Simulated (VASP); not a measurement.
# InP2N3 (P6/mmm) in VASP: a series of runs

The runs below take InP2N3 through single point, with PBE.

Everything below comes from runs of VASP 6.6.1. Logs are shortened: lines on timing, memory, paths and dates and some standing lists are left out, and cuts for length are marked.

**1. The cell of the first run**

The structure is hexagonal, space group P6/mmm (No. 191). The conventional cell has a = 5.333 Å, b = 5.333 Å, c = 2.642 Å, α = 90.00°, β = 90.00°, γ = 120.00°. In (site symmetry 6/mmm) has 2 In at 2.64 Å and 12 N at 2.98 Å and 6 P at 3.08 Å within 3.5 Å. Within 2.7 Å of P (site symmetry -6m2) lie 6 N at 2.03 Å and 2 P at 2.64 Å. Within 2.7 Å of N (site symmetry mmm) lie 4 P at 2.03 Å and 6 N at 2.64 to 2.67 Å.

The cell was built from a structure type or drawn by symmetry, and may not be a known phase.

**2. Single point, PBE**

INCAR reads:

```
  PREC = Accurate
  ENCUT = 520
  EDIFF = 1E-6
  ISMEAR = 0
  SIGMA = 0.1
  LREAL = F
  LASPH = T
  NELM = 100
  ALGO = Normal
  ISIF = 2
  LWAVE = F
  LCHARG = F
  GGA = PE
  NBANDS = 28
```

KPOINTS reads:

```
Automatic mesh
0
Gamma
  12 12 14
```

POSCAR reads:

```
InP2N3
1.0
    5.3328291676      0.0000000000      0.0000000000
   -2.6664145838      4.6183655332      0.0000000000
    0.0000000000      0.0000000000      2.6416460261
In P N
1 2 3
Direct
    0.0000000000      0.0000000000      0.0000000000
    0.3333333333      0.6666666667      0.0000000000
    0.6666666667      0.3333333333      0.0000000000
    0.5000000000      0.0000000000      0.5000000000
    0.5000000000      0.5000000000      0.5000000000
    0.0000000000      0.5000000000      0.5000000000
```

Potentials or basis: VASP PAW PBE potentials, release 64 (In_d, P, N).

Command:

```bash
cat potpaw_PBE.64/In_d/POTCAR potpaw_PBE.64/P/POTCAR potpaw_PBE.64/N/POTCAR > POTCAR
mpirun -np 1 vasp_std > vasp.out
```

OUTCAR:

```text
PREC = Accurate
   ENCUT = 520
   EDIFF = 1E-6
   ISMEAR = 0
   LREAL = F
   LASPH = T
   NELM = 100
   ISIF = 2
   GGA = PE

 ion  position               nearest neighbor table
   1  0.000  0.000  0.000-   2 3.08   3 3.08   3 3.08   2 3.08   3 3.08   2 3.08
   2  0.333  0.667  0.000-   6 2.03   6 2.03   4 2.03   4 2.03   5 2.03   5 2.03   1 3.08   1 3.08
                             1 3.08
   3  0.667  0.333  0.000-   6 2.03   6 2.03   4 2.03   4 2.03   5 2.03   5 2.03   1 3.08   1 3.08
                             1 3.08
   4  0.500  0.000  0.500-   2 2.03   3 2.03   2 2.03   3 2.03
   5  0.500  0.500  0.500-   2 2.03   3 2.03   2 2.03   3 2.03
   6  0.000  0.500  0.500-   2 2.03   3 2.03   2 2.03   3 2.03

  LATTYP: Found a hexagonal cell.
 ALAT       =     5.3328291676
 C/A-ratio  =     0.4953554564

  Lattice vectors:

 A1 = (   5.3328291676,   0.0000000000,   0.0000000000)
 A2 = (  -2.6664145838,   4.6183655332,   0.0000000000)
 A3 = (   0.0000000000,   0.0000000000,   2.6416460261)

Analysis of symmetry for initial positions (statically):
=====================================================================
 Subroutine PRICEL returns:
 Original cell was already a primitive cell.

 Routine SETGRP: Setting up the symmetry group for a
 hexagonal supercell.

 Subroutine GETGRP returns: Found 24 space group operations
 (whereof 24 operations were pure point group operations)
 out of a pool of 24 trial point group operations.

The static configuration has the point symmetry D_6h.

Analysis of symmetry for dynamics (positions and initial velocities):
=====================================================================
 Subroutine PRICEL returns:
 Original cell was already a primitive cell.

 Routine SETGRP: Setting up the symmetry group for a
 hexagonal supercell.

 Subroutine GETGRP returns: Found 24 space group operations
 (whereof 24 operations were pure point group operations)
 out of a pool of 24 trial point group operations.

The dynamic configuration has the point symmetry D_6h.

 Subroutine INISYM returns: Found 24 space group operations
 (whereof 24 operations are pure point group operations),
 and found     1 'primitive' translations

----------------------------------------------------------------------------------------

                                     Primitive cell

  volume of cell :      65.0610

  direct lattice vectors                    reciprocal lattice vectors
     5.332829168  0.000000000  0.000000000     0.187517726  0.108263410  0.000000000
    -2.666414584  4.618365533  0.000000000     0.000000000  0.216526819  0.000000000
     0.000000000  0.000000000  2.641646026     0.000000000  0.000000000  0.378551854

  length of vectors
     5.332829168  5.332829168  2.641646026     0.216526819  0.216526819  0.378551854

  position of ions in fractional coordinates (direct lattice)
     0.000000000  0.000000000  0.000000000
     0.333333333  0.666666667  0.000000000
     0.666666667  0.333333333  0.000000000
     0.500000000  0.000000000  0.500000000
     0.500000000  0.500000000  0.500000000
     0.000000000  0.500000000  0.500000000

  ion indices of the primitive-cell ions
   primitive index   ion index
                 1           1
                 2           2
                 3           3
                 4           4
                 5           5
                 6           6

----------------------------------------------------------------------------------------

 KPOINTS: Automatic mesh

Automatic generation of k-mesh.
 Grid dimensions read from file:
 generate k-points for:   12   12   14

 Generating k-lattice:

  Cartesian coordinates                     Fractional coordinates (reciprocal lattice)
     0.015626477  0.009021951  0.000000000     0.083333333  0.000000000  0.000000000
     0.000000000  0.018043902  0.000000000     0.000000000  0.083333333  0.000000000
     0.000000000  0.000000000  0.027039418     0.000000000  0.000000000  0.071428571

  Length of vectors
     0.018043902  0.018043902  0.027039418

  Shift w.r.t. Gamma in fractional coordinates (k-lattice)
     0.000000000  0.000000000  0.000000000

 Subroutine IBZKPT returns following result:
 ===========================================

 Found    152 irreducible k-points:

 Following reciprocal coordinates:
            Coordinates               Weight
  0.000000  0.000000  0.000000      1.000000
  0.083333 -0.000000  0.000000      6.000000
  0.166667 -0.000000  0.000000      6.000000
  0.250000 -0.000000  0.000000      6.000000
  0.333333 -0.000000  0.000000      6.000000
  0.416667  0.000000  0.000000      6.000000
[... 16 lines left out ...]
  0.250000 -0.000000  0.071429     12.000000
  0.333333 -0.000000  0.071429     12.000000
 [... further k-points ...]
   k-points           NKPTS =    152   k-points in BZ     NKDIM =    152   number of bands    NBANDS=     28
   number of dos      NEDOS =    301   number of ions     NIONS =      6
[... 64 lines left out ...]

 E-fermi :   9.8744     XC(G=0): -12.0853

 val. band max:        9.8713369575   @ k =   0.3333   0.0833   0.3571
 cond. band min:       9.8839769683   @ k =   0.2500   0.1667   0.3571
 fundamental gap:      0.0126400109
 Fermi energy:         9.8743831421

 k-point     1 :       0.0000    0.0000    0.0000
  band No.  band energies     occupation
      1      -9.8229      2.00000
      2      -5.9885      2.00000
      3      -5.9885      2.00000
      4      -5.5139      2.00000
      5      -4.4682      2.00000
      6      -4.3182      2.00000
[... 20 lines left out ...]
     27      18.0346      0.00000
     28      18.0346      0.00000

 k-point     2 :       0.0833   -0.0000    0.0000
  band No.  band energies     occupation
      1      -9.7913      2.00000
      2      -6.2101      2.00000
      3      -5.9812      2.00000
      4      -5.5140      2.00000
      5      -4.4439      2.00000
      6      -4.3380      2.00000
[... 20 lines left out ...]
     27      17.7949      0.00000
     28      17.8642      0.00000

 k-point     3 :       0.1667   -0.0000    0.0000
  band No.  band energies     occupation
      1      -9.6981      2.00000
      2      -6.6602      2.00000
      3      -5.9606      2.00000
      4      -5.5142      2.00000
      5      -4.4536      2.00000
      6      -4.3922      2.00000
[... 20 lines left out ...]
     27      17.3023      0.00000
     28      17.5015      0.00000

 k-point     4 :       0.2500   -0.0000    0.0000
  band No.  band energies     occupation
      1      -9.5475      2.00000
      2      -7.1438      2.00000
      3      -5.9306      2.00000
      4      -5.5145      2.00000
      5      -4.4764      2.00000
      6      -4.4667      2.00000
[... 20 lines left out ...]
     27      16.9353      0.00000
     28      17.1134      0.00000

 k-point     5 :       0.3333   -0.0000    0.0000
  band No.  band energies     occupation
      1      -9.3514      2.00000
      2      -7.5927      2.00000
      3      -5.8980      2.00000
      4      -5.5148      2.00000
      5      -4.5423      2.00000
      6      -4.5007      2.00000
[... 20 lines left out ...]
     27      16.7688      0.00000
     28      17.5324      0.00000

 k-point     6 :       0.4167    0.0000    0.0000
  band No.  band energies     occupation
      1      -9.1438      2.00000
      2      -7.9559      2.00000
      3      -5.8721      2.00000
      4      -5.5151      2.00000
      5      -4.5987      2.00000
      6      -4.5189      2.00000
[... 463 lines left out ...]
      5      -4.4181      2.00000
      6      -4.3307      2.00000
[... 20 lines left out ...]
     27      17.4737      0.00000
     28      17.5929      0.00000

 k-point    22 :       0.1667   -0.0000    0.0714
  band No.  band energies     occupation
      1      -9.6083      2.00000
      2      -6.5812      2.00000
      3      -5.8926      2.00000
      4      -5.4355      2.00000
      5      -4.4447      2.00000
      6      -4.3858      2.00000
[... 20 lines left out ...]
     27      16.9865      0.00000
     28      17.2985      0.00000

 k-point    23 :       0.2500   -0.0000    0.0714
  band No.  band energies     occupation
      1      -9.4582      2.00000
      2      -7.0614      2.00000
      3      -5.8621      2.00000
      4      -5.4358      2.00000
      5      -4.4709      2.00000
      6      -4.4605      2.00000
[... 20 lines left out ...]
     27      16.9485      0.00000
     28      17.1149      0.00000

 k-point    24 :       0.3333   -0.0000    0.0714
  band No.  band energies     occupation
      1      -9.2627      2.00000
      2      -7.5083      2.00000
      3      -5.8288      2.00000
      4      -5.4362      2.00000
      5      -4.5358      2.00000
      6      -4.4957      2.00000
[... 20 lines left out ...]
     27      16.7738      0.00000
     28      17.6663      0.00000

 [... further k-points ...]
[... 5 lines left out ...]
  --------------------------------------------------------------------------------------
  -------------------------------------------------------------------------------------
  Total       -0.0996730     -0.0996730     -0.1330086      0.0000000     -0.0000000      0.0000000
  in kB       -2.4545246     -2.4545246     -3.2754406      0.0000000     -0.0000000      0.0000000
  external PRESSURE =      -2.7281633 kB  Pullay stress =       0.0000000 kB

 VOLUME and BASIS-vectors are now :
 -----------------------------------------------------------------------------
  energy-cutoff  :      520.00
  volume of cell :       65.06
      direct lattice vectors                 reciprocal lattice vectors
     5.332829168  0.000000000  0.000000000     0.187517726  0.108263410  0.000000000
    -2.666414584  4.618365533  0.000000000     0.000000000  0.216526819  0.000000000
     0.000000000  0.000000000  2.641646026     0.000000000  0.000000000  0.378551854

 POSITION                                       TOTAL-FORCE (eV/Angst)
 -----------------------------------------------------------------------------------
      0.00000      0.00000      0.00000         0.000000      0.000000      0.000000
     -0.00000      3.07891      0.00000        -0.000000      0.000000      0.000000
      2.66641      1.53946      0.00000         0.000000      0.000000      0.000000
      2.66641      0.00000      1.32082         0.000000      0.000000      0.000000
      1.33321      2.30918      1.32082         0.000000      0.000000      0.000000
     -1.33321      2.30918      1.32082         0.000000      0.000000      0.000000
 -----------------------------------------------------------------------------------
    total drift:                               -0.000000      0.000000     -0.000000

  FREE ENERGIE OF THE ION-ELECTRON SYSTEM (eV)
  ---------------------------------------------------
  free  energy   TOTEN  =       -31.9366077459 eV

  energy  without entropy=      -31.9284492015  energy(sigma->0) =      -31.93252847
```

Wall time 5.6 min (1 thread of Intel Xeon 8259CL, shared host); peak memory 0.36 GiB.

What came out:

```yaml
Free_energy: -31.9366 eV
Pressure: -0.3 GPa
Band_gap_on_the_k_mesh: zero (bands 19 and 20 overlap by 3.20 eV)
```

Caveat: spin-orbit coupling is left out, which moves the levels of the heavy elements.

**3. Single point, PBE, collinear spin, ferromagnetic start**

INCAR reads:

```
SYSTEM = InP2N3
PREC = Accurate
ENCUT = 520
EDIFF = 1E-6
ISMEAR = 0
SIGMA = 0.1
LREAL = .FALSE.
LASPH = .TRUE.
NELM = 150
ALGO = Normal
ISIF = 2
LWAVE = .FALSE.
LCHARG = .FALSE.
ISPIN = 2
MAGMOM = 0 0 0 1 1 1
LORBIT = 11
GGA = PE
NBANDS = 32
```

KPOINTS reads:

```
Automatic mesh
0
G
  6 6 6
  0 0 0
```

POSCAR: that of step 2 with these lines changed.

```diff
@@ -2,5 +2,5 @@
 1.0
-    5.3328291676      0.0000000000      0.0000000000
-   -2.6664145838      4.6183655332      0.0000000000
-    0.0000000000      0.0000000000      2.6416460261
+    5.3295860678      0.0000000000      0.0000000000
+   -2.6647930339      4.6155569264      0.0000000000
+    0.0000000000      0.0000000000      2.6404130302
 In P N
```

Potentials or basis: VASP PAW PBE potentials, release 64 (In_d, P, N).

Command:

```bash
cat potpaw_PBE.64/In_d/POTCAR potpaw_PBE.64/P/POTCAR potpaw_PBE.64/N/POTCAR > POTCAR
mpirun -np 1 vasp_std > vasp.out
```

It took 2.7 min on 1 thread of Intel Xeon 8259CL, shared host; peak memory 0.26 GiB.

Results (log left out):

```
Free energy                                           : -31.8977 eV
Pressure                                              : -0.2 GPa
Band gap on the k mesh                                : zero (filled and empty bands overlap)
Net moment                                            : 0.00 μB per cell
Valence electrons inside the program's atomic spheres : In 11.44; P 2.19; N 3.63
```

Levels at points of the mesh, in eV from the Fermi level:
Spin up:
| k point | band 15 | band 16 | band 17 | band 18 | band 19 | band 20 | band 21 | band 22 | band 23 | band 24 |
| --- | --- | --- | --- | --- | --- | --- | --- | --- | --- | --- |
| (0.00, 0.00, 0.00) | -2.83 | -2.67 | -1.28 | -1.28 | -0.86 | 2.38 | 2.38 | 3.80 | 4.06 | 5.31 |
| (0.50, 0.00, 0.00) | -2.35 | -1.57 | -1.44 | -1.29 | -0.46 | 1.62 | 1.89 | 3.77 | 4.99 | 5.46 |
| (0.00, 0.00, 0.50) | -4.33 | -1.34 | -1.34 | -1.00 | -1.00 | -0.68 | 0.02 | 0.57 | 2.42 | 4.34 |
| (0.50, 0.00, 0.50) | -3.73 | -3.35 | -2.00 | -1.98 | -0.51 | -0.50 | 0.56 | 1.45 | 2.32 | 5.33 |
Spin down:
```tsv
k point	band 16	band 17	band 18	band 19	band 20	band 21	band 22	band 23
(0.00, 0.00, 0.00)	-2.67	-1.28	-1.28	-0.86	2.38	2.38	3.80	4.06
(0.50, 0.00, 0.00)	-1.57	-1.44	-1.29	-0.46	1.62	1.89	3.77	4.99
(0.00, 0.00, 0.50)	-1.34	-1.34	-1.00	-1.00	-0.68	0.02	0.57	2.42
(0.50, 0.00, 0.50)	-3.35	-2.00	-1.98	-0.51	-0.50	0.56	1.45	2.32
```

Caveat: the k points lie up to 0.40 Å⁻¹ apart, too coarse for converged energies and pressures of a metal; spin-orbit coupling is left out, which moves the levels of the heavy elements.

**4. Single point, PBE, collinear spin, ferromagnetic start**

This run uses another cell than the first one, of 15.71 Å³/atom.

INCAR reads:

```
SYSTEM = InP2N3
PREC     = Accurate       ! precision mode
ENCUT    = 520            ! plane-wave cutoff, eV
EDIFF    = 1E-6           ! SCF threshold, eV
ISMEAR   = 0              ! smearing method
SIGMA    = 0.1            ! smearing width, eV
LREAL    = .False.        ! projectors in reciprocal space
LASPH    = .True.         ! aspherical terms in the spheres
NELM     = 150            ! most SCF steps
ALGO     = Normal         ! electronic algorithm
ISIF     = 2              ! what is computed and relaxed
LWAVE    = .False.        ! write WAVECAR
LCHARG   = .False.        ! write CHGCAR
ISPIN    = 2              ! spin polarisation
MAGMOM   = 0 0 0 1 1 1    ! initial moments
LORBIT   = 11             ! projections on sites
GGA      = PE             ! functional
NBANDS   = 32             ! bands
```

KPOINTS reads:

```
Automatic mesh
0
Gamma
  6 6 6
  0 0 0
```

POSCAR reads:

```
InP2N3
1.0
    5.5825590600      0.0000000000      0.0000000000
   -2.7912795300      4.8346379700      0.0000000000
    0.0000000000      0.0000000000      3.4932611600
In P N
1 2 3
Direct
    0.0000000000      0.0000000000      0.0000000000
    0.3333333300      0.6666666700      0.0000000000
    0.6666666700      0.3333333300      0.0000000000
    0.5000000000      0.0000000000      0.5000000000
    0.5000000000      0.5000000000      0.5000000000
    0.0000000000      0.5000000000      0.5000000000
```

Command:

```bash
cat potpaw_PBE.64/In_d/POTCAR potpaw_PBE.64/P/POTCAR potpaw_PBE.64/N/POTCAR > POTCAR
mpirun -np 1 vasp_std > vasp.out
```

Run time: 4.7 min. Hardware: 1 thread of Intel Xeon 8259CL, shared host; peak memory 0.32 GiB.

It converged, with:

| Quantity | Value |
| --- | --- |
| Free energy | -27.1383 eV |
| Pressure | -16.8 GPa |
| Net moment | 1.81 μB per cell |
| Site moments | In +0.00; P -0.07; N +0.51 μB |
| Valence electrons inside the program's atomic spheres | In 11.19; P 2.17; N 3.39 |

Stress tensor (GPa, compression positive):
```
 -6.37   0.00   0.00
  0.00  -6.37   0.00
  0.00   0.00 -37.74
```

Levels at points of the mesh, in eV from the Fermi level:
Spin up:
| k point | band 17 | band 18 | band 19 | band 20 | band 21 | band 22 | band 23 | band 24 |
| --- | --- | --- | --- | --- | --- | --- | --- | --- |
| (0.00, 0.00, 0.00) | -0.69 | -0.69 | -0.62 | -0.45 | -0.40 | -0.40 | 0.98 | 2.42 |
| (0.50, 0.00, 0.00) | -1.66 | -1.62 | -0.77 | -0.53 | 0.07 | 1.97 | 2.29 | 2.90 |
| (0.00, 0.00, 0.50) | -1.01 | -1.01 | -0.30 | -0.16 | -0.16 | 0.79 | 1.54 | 2.08 |
| (0.50, 0.00, 0.50) | -1.73 | -1.53 | -1.38 | -0.20 | 0.82 | 1.83 | 2.19 | 2.95 |
Spin down:
| k point | band 15 | band 16 | band 17 | band 18 | band 19 | band 20 | band 21 | band 22 |
| --- | --- | --- | --- | --- | --- | --- | --- | --- |
| (0.00, 0.00, 0.00) | -1.16 | -1.16 | -0.35 | -0.35 | 0.03 | 0.31 | 0.31 | 0.83 |
| (0.50, 0.00, 0.00) | -2.31 | -2.18 | -1.22 | -1.17 | 0.38 | 0.76 | 0.83 | 2.27 |
| (0.00, 0.00, 0.50) | -1.91 | -1.87 | -1.16 | -1.16 | 0.75 | 1.00 | 1.00 | 1.35 |
| (0.50, 0.00, 0.50) | -1.99 | -1.48 | -1.24 | -0.62 | -0.45 | 0.65 | 1.15 | 1.95 |

Caveat: the cell stands under tension; spin-orbit coupling is left out, which moves the levels of the heavy elements.

**5. Overview**

| spin | cell | k mesh | gap on the mesh (eV) | pressure (GPa) | moment (μB) |
| --- | --- | --- | --- | --- | --- |
| off | a = 5.333, b = 5.333, c = 2.642 Å, angles 90.0, 90.0, 120.0°, 6 atoms | 12 × 12 × 14 | none | -0.3 | - |
| collinear, ferromagnetic start | a = 5.330, b = 5.330, c = 2.640 Å, angles 90.0, 90.0, 120.0°, 6 atoms | 6 × 6 × 6 | none | -0.2 | 0.00 |
| collinear, ferromagnetic start | a = 5.583, b = 5.583, c = 3.493 Å, angles 90.0, 90.0, 120.0°, 6 atoms | 6 × 6 × 6 | none | -16.8 | 1.81 |

Alike in all rows: task single point; level PBE; potentials or basis VASP PAW PBE potentials, release 64 (In_d, P, N); cutoff (eV) 520; smearing gaussian 0.1 eV.

Caveats: some runs use coarse meshes; spin-orbit coupling is left out, which moves the levels of the heavy elements; the cell stands under tension (at least some runs).

Absolute energies hang on the potentials; compare differences alone.
